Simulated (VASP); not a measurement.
# MgCu2S2 (R3m) in VASP: a series of runs

MgCu2S2 is run at these levels: LDA; tasks: single point.

Everything below comes from runs of VASP 6.6.1. Logs are shortened: lines on timing, memory, paths and dates and some standing lists are left out, and cuts for length are marked.

## (1) The cell of the first run

It takes space group R3m (No. 160, trigonal). Conventional cell: a = 3.881 Å, b = 3.881 Å, c = 20.359 Å, α = 90.00°, β = 90.00°, γ = 120.00°. Mg (site symmetry 3m) has 4 S at 2.40 to 2.53 Å and 6 Cu at 3.07 to 3.20 Å within 3.3 Å. Cu (site symmetry 3m) has 4 S at 2.28 to 2.43 Å and 3 Mg at 3.07 Å within 3.1 Å. Cu (site symmetry 3m) has 3 S at 2.24 Å within 3.0 Å. Within 3.2 Å of S (site symmetry 3m) lie 3 Cu at 2.43 Å and 3 Mg at 2.53 Å. S (site symmetry 3m) has 4 Cu at 2.24 to 2.28 Å and 1 Mg at 2.40 Å within 3.0 Å.

## (2) Single point, LDA

The input, INCAR:

```
SYSTEM = MgCu2S2
  ALGO = Normal
  EDIFF = 1E-6
  ENCUT = 600
  GGA_COMPAT = .FALSE.
  ISIF = 2
  ISMEAR = 1
  LASPH = .TRUE.
  LCHARG = .FALSE.
  LREAL = .FALSE.
  LWAVE = .FALSE.
  NBANDS = 26
  NELM = 120
  PREC = Accurate
  SIGMA = 0.05
```

The input, KPOINTS:

```
k-points
0
G
  6 6 6
  0 0 0
```

The input, POSCAR:

```
MgCu2S2
1.0
    1.9403000000      1.1202327273      6.7863200000
   -1.9403000000      1.1202327273      6.7863200000
    0.0000000000     -2.2404654546      6.7863200000
Mg Cu S
1 2 2
Direct
    0.3776033333      0.3776033333      0.3776033333
    0.6075733333      0.6075733333      0.6075733333
    0.1567000000      0.1567000000      0.1567000000
    0.9867566667      0.9867566667      0.9867566667
    0.4955733333      0.4955733333      0.4955733333
```

Potentials or basis: VASP PAW LDA potentials, release 64 (Mg, Cu, S).

Command:

```
cat potpaw_LDA.64/Mg/POTCAR potpaw_LDA.64/Cu/POTCAR potpaw_LDA.64/S/POTCAR > POTCAR
mpirun -np 1 vasp_std > vasp.out
```

OUTCAR:

```text
SYSTEM = MgCu2S2
   EDIFF = 1E-6
   ENCUT = 600
   ISIF = 2
   ISMEAR = 1
   LASPH = .TRUE.
   LREAL = .FALSE.
   NELM = 120
   PREC = Accurate

 ion  position               nearest neighbor table
   1  0.378  0.378  0.378-   5 2.40   4 2.53   4 2.53   4 2.53   2 3.07   2 3.07   2 3.07   3 3.20
                             3 3.20   3 3.20
   2  0.608  0.608  0.608-   5 2.28   4 2.43   4 2.43   4 2.43   1 3.07   1 3.07   1 3.07
   3  0.157  0.157  0.157-   5 2.24   5 2.24   5 2.24   1 3.20   1 3.20   1 3.20
   4  0.987  0.987  0.987-   2 2.43   2 2.43   2 2.43   1 2.53   1 2.53   1 2.53
   5  0.496  0.496  0.496-   3 2.24   3 2.24   3 2.24   2 2.28   1 2.40

  LATTYP: Found a trigonal (rhomboedric) cell.
 ALAT       =     7.1465953150
 COS(alpha) =     0.8525755954

  Lattice vectors:

 A1 = (   1.9403000000,   1.1202327273,   6.7863200000)
 A2 = (  -1.9403000000,   1.1202327273,   6.7863200000)
 A3 = (   0.0000000000,  -2.2404654546,   6.7863200000)

Analysis of symmetry for initial positions (statically):
=====================================================================
 Subroutine PRICEL returns:
 Original cell was already a primitive cell.

 Routine SETGRP: Setting up the symmetry group for a
 trigonal (rhombohedral) supercell.

 Subroutine GETGRP returns: Found  6 space group operations
 (whereof  6 operations were pure point group operations)
 out of a pool of 12 trial point group operations.

The static configuration has the point symmetry C_3v.

Analysis of symmetry for dynamics (positions and initial velocities):
=====================================================================
 Subroutine PRICEL returns:
 Original cell was already a primitive cell.

 Routine SETGRP: Setting up the symmetry group for a
 trigonal (rhombohedral) supercell.

 Subroutine GETGRP returns: Found  6 space group operations
 (whereof  6 operations were pure point group operations)
 out of a pool of 12 trial point group operations.

The dynamic configuration has the point symmetry C_3v.

 Subroutine INISYM returns: Found  6 space group operations
 (whereof  6 operations are pure point group operations),
 and found     1 'primitive' translations

----------------------------------------------------------------------------------------

                                     Primitive cell

  volume of cell :      88.5040

  direct lattice vectors                    reciprocal lattice vectors
     1.940300000  1.120232727  6.786320000     0.257692109  0.148778609  0.049118423
    -1.940300000  1.120232727  6.786320000    -0.257692109  0.148778609  0.049118423
     0.000000000 -2.240465455  6.786320000     0.000000000 -0.297557218  0.049118423

  length of vectors
     7.146595315  7.146595315  7.146595315     0.301584013  0.301584013  0.301584013

  position of ions in fractional coordinates (direct lattice)
     0.377603333  0.377603333  0.377603333
     0.607573333  0.607573333  0.607573333
     0.156700000  0.156700000  0.156700000
     0.986756667  0.986756667  0.986756667
     0.495573333  0.495573333  0.495573333

  ion indices of the primitive-cell ions
   primitive index   ion index
                 1           1
                 2           2
                 3           3
                 4           4
                 5           5

----------------------------------------------------------------------------------------

 KPOINTS: k-points

Automatic generation of k-mesh.
 Grid dimensions read from file:
 generate k-points for:    6    6    6

 Generating k-lattice:

  Cartesian coordinates                     Fractional coordinates (reciprocal lattice)
     0.042948685  0.024796435  0.008186404     0.166666667 -0.000000000  0.000000000
    -0.042948685  0.024796435  0.008186404    -0.000000000  0.166666667  0.000000000
     0.000000000 -0.049592870  0.008186404     0.000000000  0.000000000  0.166666667

  Length of vectors
     0.050264002  0.050264002  0.050264002

  Shift w.r.t. Gamma in fractional coordinates (k-lattice)
     0.000000000  0.000000000  0.000000000

 Subroutine IBZKPT returns following result:
 ===========================================

 Found     32 irreducible k-points:

 Following reciprocal coordinates:
            Coordinates               Weight
  0.000000  0.000000  0.000000      1.000000
  0.166667  0.000000  0.000000      6.000000
  0.333333  0.000000  0.000000      6.000000
  0.500000 -0.000000 -0.000000      3.000000
  0.166667  0.166667  0.000000      6.000000
  0.333333  0.166667  0.000000     12.000000
[... 16 lines left out ...]
  0.500000  0.500000  0.166667      6.000000
 -0.333333  0.500000  0.166667     12.000000
 [... further k-points ...]
   k-points           NKPTS =     32   k-points in BZ     NKDIM =     32   number of bands    NBANDS=     26
   number of dos      NEDOS =    301   number of ions     NIONS =      5
   total plane-waves  NPLWV = 216000
   dimension x,y,z NGX =    60 NGY =   60 NGZ =   60
   dimension x,y,z NGXF=   120 NGYF=  120 NGZF=  120
   ions per type =               1   2   2
   NGX,Y,Z   is equivalent  to a cutoff of  13.96, 13.96, 13.96 a.u.
   NGXF,Y,Z  is equivalent  to a cutoff of  27.91, 27.91, 27.91 a.u.
 SYSTEM =  MgCu2S2
   PREC   = accura    normal or accurate (medium, high low for compatibility)
   ISTART =      0    job   : 0-new  1-cont  2-samecut
   ICHARG =      2    charge: 1-file 2-atom 10-const
   ISPIN  =      1    spin polarized calculation?
   LNONCOLLINEAR =      F non collinear calculations
   LSORBIT =      F    spin-orbit coupling
   LASPH  =      T    aspherical Exc in radial PAW
   ENCUT  =  600.0 eV  44.10 Ry    6.64 a.u.  14.27 14.27 14.27*2*pi/ulx,y,z
   NELM   =    120;   NELMIN=  2; NELMDL= -5     # of ELM steps
   EDIFF  = 0.1E-05   stopping-criterion for ELM
   LREAL  =      F    real-space projection
   EDIFFG = 0.1E-04   stopping-criterion for IOM
   NSW    =      0    number of steps for IOM
   IBRION =     -1    ionic relax: 0-MD 1-quasi-New 2-CG
   NFREE  =      0    steps in history (QN), initial steepest desc. (CG)
   ISIF   =      2    stress and relaxation
   ISYM   =      2    0-nonsym 1-usesym 2-fastsym
   POTIM  = 0.5000    time-step for ionic-motion
   TEBEG  =    0.0;   TEEND  =   0.0 temperature during run
   PSTRESS=    0.0 pullay stress
   NELECT =      36.0000    total number of electrons
   NUPDOWN=      -1.0000    fix difference up-down
   EMIN   =  10.00;   EMAX   =-10.00  energy-range for DOS
   EFERMI =   0.00;   METHOD = LEGACY
   ISMEAR =     1;   SIGMA  =   0.05  broadening in eV -4-tet -1-fermi 0-gaus
   EFERMI_NEDOS =   21; number of points for ismear=-14 and -15
   IALGO  =     38    algorithm
   IMIX   =      4    mixing-type and parameters
     AMIX     =   0.40;   BMIX     =  1.00
     AMIX_MAG =   1.60;   BMIX_MAG =  1.00
  volume/ion in A,a.u.               =      17.70       119.45
  Fermi-wavevector in a.u.,A,eV,Ry     =   1.212983  2.292206 20.018633  1.471328
  Thomas-Fermi vector in A             =   2.348450
   LORBIT       =      0    0 simple, 1 ext, 2 COOP (PROOUT), +10 PAW based schemes
   GGA     = CA    functional components
   LHFCALC =     F    Hartree Fock is set to
   AEXX    =    0.0000 exact exchange contribution
   IVDW    =     0    specifies the selected vdW correction
   LEPSILON=     F    determine dielectric tensor
   LRPA    =     F    only Hartree local field effects (RPA)
 non-spin polarized calculation
 Methfessel and Paxton  Order N= 1 SIGMA  =   0.05
  energy-cutoff  :      600.00
  volume of cell :       88.50
 maximum number of plane-waves:      2986
 NGX is ok and might be reduce to    60
   NGX = 29   NGY = 29   NGZ = 29

 number of electron      36.0000005 magnetization

 Free energy of the ion-electron system (eV)
  ---------------------------------------------------
  ext. energy  EPLUGINS =         0.00000000
  ---------------------------------------------------
  free energy    TOTEN  =       -23.45973513 eV

  energy without entropy =      -23.45937867  energy(sigma->0) =      -23.45961631

 E-fermi :   5.3327     XC(G=0): -10.2463

 val. band max:        5.3229937010   @ k =   0.1667   0.1667   0.1667
 cond. band min:       5.3383433744   @ k =   0.0000   0.0000   0.0000
 fundamental gap:      0.0153496734
 Fermi energy:         5.3327498197

 k-point     1 :       0.0000    0.0000    0.0000
  band No.  band energies     occupation
      1      -9.4516      2.00000
      2      -8.7387      2.00000
      3      -1.4266      2.00000
      4       0.3398      2.00000
      5       0.3398      2.00000
      6       0.5447      2.00000
[... 18 lines left out ...]
     25      10.8756      0.00000
     26      10.9291      0.00000

 k-point     2 :       0.1667    0.0000    0.0000
  band No.  band energies     occupation
      1      -9.2759      2.00000
      2      -8.6326      2.00000
      3      -1.1958      2.00000
      4      -0.1128      2.00000
      5       0.0333      2.00000
      6       0.4028      2.00000
[... 18 lines left out ...]
     25      11.0383      0.00000
     26      11.5066      0.00000

 k-point     3 :       0.3333    0.0000    0.0000
  band No.  band energies     occupation
      1      -8.8567      2.00000
      2      -8.4284      2.00000
      3      -1.2246      2.00000
      4      -0.6738      2.00000
      5      -0.5638      2.00000
      6       0.3649      2.00000
[... 18 lines left out ...]
     25      11.4844      0.00000
     26      12.0371      0.00000

 k-point     4 :       0.5000   -0.0000   -0.0000
  band No.  band energies     occupation
      1      -8.5649      2.00000
      2      -8.3705      2.00000
      3      -1.7469      2.00000
      4      -0.9427      2.00000
      5      -0.2364      2.00000
      6       0.3170      2.00000
[... 18 lines left out ...]
     25      11.5515      0.00000
     26      12.3375      0.00000

 k-point     5 :       0.1667    0.1667    0.0000
  band No.  band energies     occupation
      1      -9.2668      2.00000
      2      -8.6445      2.00000
      3      -1.1857      2.00000
      4      -0.1291      2.00000
      5       0.0638      2.00000
      6       0.4319      2.00000
[... 18 lines left out ...]
     25      10.9874      0.00000
     26      11.5045      0.00000

 k-point     6 :       0.3333    0.1667    0.0000
  band No.  band energies     occupation
      1      -8.9634      2.00000
      2      -8.4897      2.00000
      3      -1.0408      2.00000
      4      -0.6541      2.00000
      5      -0.3254      2.00000
      6       0.2974      2.00000
[... 427 lines left out ...]
 k-point    21 :      -0.3333    0.3333    0.1667
  band No.  band energies     occupation
      1      -8.5697      2.00000
      2      -8.3702      2.00000
      3      -1.6278      2.00000
      4      -0.8565      2.00000
      5      -0.2713      2.00000
      6       0.1635      2.00000
[... 18 lines left out ...]
     25      11.8043      0.00000
     26      12.3896      0.00000

 k-point    22 :      -0.1667    0.3333    0.1667
  band No.  band energies     occupation
      1      -8.6195      2.00000
      2      -8.3155      2.00000
      3      -1.5880      2.00000
      4      -0.8232      2.00000
      5      -0.3547      2.00000
      6       0.1310      2.00000
[... 18 lines left out ...]
     25      11.5440      0.00000
     26      12.1215      0.00000

 k-point    23 :       0.5000    0.5000    0.1667
  band No.  band energies     occupation
      1      -8.7957      2.00000
      2      -8.4957      2.00000
      3      -1.5286      2.00000
      4      -0.8487      2.00000
      5       0.1096      2.00000
      6       0.3943      2.00000
[... 18 lines left out ...]
     25      12.0473      0.00000
     26      12.5236      0.00000

 k-point    24 :      -0.3333    0.5000    0.1667
  band No.  band energies     occupation
      1      -8.5809      2.00000
      2      -8.3561      2.00000
      3      -1.7126      2.00000
      4      -0.9064      2.00000
      5      -0.1463      2.00000
      6       0.1655      2.00000
[... 18 lines left out ...]
     25      12.0909      0.00000
     26      12.7508      0.00000

 [... further k-points ...]

------------------------ aborting loop because EDIFF is reached ----------------------------------------

  FORCE on cell =-STRESS in cart. coord.  units (eV):
  Direction    XX          YY          ZZ          XY          YZ          ZX
  --------------------------------------------------------------------------------------
  -------------------------------------------------------------------------------------
  Total       -3.2740014     -3.2740014     -2.7106242      0.0000000     -0.0000000      0.0000000
  in kB      -59.2688794    -59.2688794    -49.0701256      0.0000000     -0.0000000      0.0000000
  external PRESSURE =     -55.8692948 kB  Pullay stress =       0.0000000 kB

 VOLUME and BASIS-vectors are now :
 -----------------------------------------------------------------------------
  energy-cutoff  :      600.00
  volume of cell :       88.50
      direct lattice vectors                 reciprocal lattice vectors
     1.940300000  1.120232727  6.786320000     0.257692109  0.148778609  0.049118423
    -1.940300000  1.120232727  6.786320000    -0.257692109  0.148778609  0.049118423
     0.000000000 -2.240465455  6.786320000     0.000000000 -0.297557218  0.049118423

 POSITION                                       TOTAL-FORCE (eV/Angst)
 -----------------------------------------------------------------------------------
      0.00000      0.00000      7.68761         0.000000     -0.000000     -0.055002
      0.00000      0.00000     12.36956         0.000000      0.000000     -0.037400
      0.00000      0.00000      3.19025         0.000000     -0.000000      0.088866
      0.00000      0.00000     20.08934         0.000000      0.000000     -0.165182
      0.00000      0.00000     10.08936         0.000000     -0.000000      0.168718
 -----------------------------------------------------------------------------------
    total drift:                                0.000000     -0.000000      0.000171

  FREE ENERGIE OF THE ION-ELECTRON SYSTEM (eV)
  ---------------------------------------------------
  free  energy   TOTEN  =       -23.4597351326 eV

  energy  without entropy=      -23.4593786687  energy(sigma->0) =      -23.45961631
```

It took 5.8 min on 1 thread of Intel Xeon Platinum 8375C at 2.90GHz (Ice Lake), shared host; peak memory 0.39 GiB.

Results:

```
Free energy            : -23.4597 eV
Pressure               : -5.6 GPa
Largest force          : 0.169 eV/Å
Band gap on the k mesh : zero (bands 18 and 19 overlap by 0.02 eV)
```

Forces on the atoms (eV/Å):
```
Mg   0.000  0.000 -0.055
Cu   0.000  0.000 -0.037
Cu   0.000  0.000  0.089
S    0.000  0.000 -0.165
S    0.000  0.000  0.169
```

Levels at points of the mesh, in eV from the Fermi level:
```csv
k point,band 16,band 17,band 18,band 19,band 20,band 21
"(0.00, 0.00, 0.00)",-1.52,-0.27,0.01,0.01,1.52,3.88
"(0.50, 0.00, 0.00)",-2.19,-1.92,-1.68,1.39,2.38,3.10
"(0.50, 0.50, 0.00)",-2.07,-1.73,-1.55,0.69,0.92,2.57
"(0.50, 0.50, 0.50)",-1.49,-0.06,-0.06,0.55,1.72,3.84
```

Caveat: the cell stands under tension; semilocal functionals underestimate gaps, and a narrow one can read as zero. With open d or f shells a metallic result of LDA can be an artefact of self-interaction; +U or a hybrid may open a gap.

## (3) Single point, LDA

The input, INCAR:

```
PREC = Accurate
ENCUT = 600
EDIFF = 1E-6
ISMEAR = 1
SIGMA = 0.05
LREAL = False
LASPH = True
NELM = 120
ALGO = Normal
ISIF = 2
LWAVE = False
LCHARG = True
LELF = True
LVHAR = True
NBANDS = 26
GGA_COMPAT = False
```

The input, KPOINTS:

```
regular mesh
0
Gamma
  6 6 6
```

POSCAR is that of step 2.

Potentials or basis: VASP PAW LDA potentials, release 64 (Mg, Cu, S).

Command:

```
cat potpaw_LDA.64/Mg/POTCAR potpaw_LDA.64/Cu/POTCAR potpaw_LDA.64/S/POTCAR > POTCAR
mpirun -np 1 vasp_std > vasp.out
```

It took 4.7 min on 1 thread of Intel Xeon Platinum 8375C at 2.90GHz (Ice Lake), shared host; peak memory 0.39 GiB.

Results (log left out):

```yaml
Free_energy: -23.4597 eV
Pressure: -5.6 GPa
Largest_force: 0.169 eV/Å
Band_gap_on_the_k_mesh: zero (bands 18 and 19 overlap by 0.02 eV)
```

Forces in eV/Å, atoms in the order of the input:
```
Mg   0.000  0.000 -0.055
Cu   0.000  0.000 -0.037
Cu   0.000  0.000  0.089
S    0.000  0.000 -0.165
S    0.000  0.000  0.169
```

Stress tensor (GPa, compression positive):
```
-5.93  0.00  0.00
 0.00 -5.93  0.00
 0.00  0.00 -4.91
```

Levels at points of the mesh, in eV from the Fermi level:
| k point | band 15 | band 16 | band 17 | band 18 | band 19 | band 20 | band 21 | band 22 |
| --- | --- | --- | --- | --- | --- | --- | --- | --- |
| (0.00, 0.00, 0.00) | -1.54 | -1.52 | -0.27 | 0.01 | 0.01 | 1.52 | 3.88 | 3.88 |
| (0.50, 0.00, 0.00) | -2.30 | -2.19 | -1.92 | -1.68 | 1.39 | 2.38 | 3.10 | 3.30 |
| (0.50, 0.50, 0.00) | -2.31 | -2.07 | -1.73 | -1.55 | 0.69 | 0.92 | 2.57 | 4.15 |
| (0.50, 0.50, 0.50) | -1.49 | -1.49 | -0.06 | -0.06 | 0.55 | 1.72 | 3.84 | 4.18 |

Caveat: the cell stands under tension; semilocal functionals underestimate gaps, and a narrow one can read as zero. With open d or f shells a metallic result of LDA can be an artefact of self-interaction; +U or a hybrid may open a gap.
